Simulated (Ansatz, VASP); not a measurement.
**GaSb3 in VASP and in Ansatz**

INCAR

```
SYSTEM = GaSb3
  PREC = Accurate
  ENCUT = 520
  EDIFF = 1E-6
  ISMEAR = 0
  SIGMA = 0.15
  LREAL = .False.
  LASPH = .True.
  NELM = 100
  ALGO = Normal
  ISIF = 2
  LWAVE = .False.
  LCHARG = .False.
  GGA = PE
  IVDW = 12
  NBANDS = 22
```

KPOINTS

```
Automatic mesh
0
Gamma
  12 12 12
  0 0 0
```

File POSCAR:

```
GaSb3
1.0
    0.0000000000      3.6478901005      3.6478901005
    3.6478901005      0.0000000000      3.6478901005
    3.6478901005      3.6478901005      0.0000000000
Ga Sb
1 3
Direct
   -0.0342663832     -0.0342663832      0.0342663832
    0.2500000000      0.2500000000      0.2500000000
    0.7500000000      0.7500000000      0.7500000000
    0.5000000000      0.5000000000      0.5000000000
```

Input for Ansatz:

```yaml
crystal:
  lattice:
    - [0.0, 3.6478901005, 3.6478901005]
    - [3.6478901005, 0.0, 3.6478901005]
    - [3.6478901005, 3.6478901005, 0.0]
  atoms:
    - { symbol: Ga, position: [-0.0342663832, -0.0342663832, 0.0342663832] }
    - { symbol: Sb, position: [0.25, 0.25, 0.25] }
    - { symbol: Sb, position: [0.75, 0.75, 0.75] }
    - { symbol: Sb, position: [0.5, 0.5, 0.5] }
basis:
  ecutwfc: 420
kpoints:
  mp_grid: { grid: [12, 12, 12] }
hamiltonian:
  xc: pbe
  dispersion: d3bj
scf:
  occupations: { method: gaussian, width: 0.15 }
output:
  forces: true
  stress: true
  eigenvalues: true
```

Alike in both runs: task single point; functional PBE; dispersion D3(BJ); k mesh 12 × 12 × 12; occupations gaussian, width 0.15 eV; no spin polarisation.

|  | VASP | Ansatz |
| --- | --- | --- |
| version | VASP 6.6.1 | Ansatz 0.2.0 |
| potentials or method | VASP PAW PBE potentials, release 64 (Ga_d, Sb), cutoff 520 eV | scalar-relativistic, plane waves, PAW |
| valence electrons in the cell | 28 | 58 |

Ansatz gave:

```
gap on the k mesh at the Fermi level (eV)                     : none
pressure (GPa)                                                : 0.8
traceless stress, the component that is largest in VASP (GPa) : -0.22
rms of the force components (eV/Å)                            : 0.158
```

What did VASP give for the same quantities?

gap on the k mesh at the Fermi level (eV): none; pressure (GPa): 0.7; traceless stress, the component that is largest in VASP (GPa): -0.22; rms of the force components (eV/Å): 0.159.

Atom by atom the forces differ by 0.001 eV/Å (rms over components). A gap of «none» marks a metal or a gap that the smearing closes. VASP's potentials hold 28 valence electrons a cell and Ansatz's 58, so a difference there can come from the potentials and not from the codes.

Neither program's run includes spin-orbit coupling.
